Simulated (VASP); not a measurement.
Input of a VASP 6.6.1 run:

INCAR

```
SYSTEM = Mg
ALGO = Fast ; EDIFF = 1E-6
ENCUT = 520 ; ISIF = 2
ISMEAR = 0 ; LASPH = .True.
LCHARG = .True. ; LELF = .True.
LREAL = .False. ; LVHAR = .True.
LWAVE = .False. ; NBANDS = 7
NELM = 100 ; PREC = Accurate
SIGMA = 0.15
```

Contents of KPOINTS:

```
k-points
0
Gamma
  22 22 22
  0 0 0
```

The input POSCAR:

```
Mg
1.0
   -1.7785788978      1.7785788978      1.7895766801
    1.7785788978     -1.7785788978      1.7895766801
    1.7785788978      1.7785788978     -1.7895766801
Mg
1
Direct
    0.0000000000      0.0000000000      0.0000000000
```

Potentials or basis: VASP PAW LDA potentials, release 64 (Mg).

Launch:

```bash
$ cat potpaw_LDA.64/Mg/POTCAR > POTCAR
$ mpirun -np 1 vasp_std > vasp.out
```

(1) Estimate the pressure.

(2) What does it give for the band gap on the k mesh?

Results:

(1) -2.0 GPa.

(2) zero (bands 1 and 2 overlap by 4.71 eV).
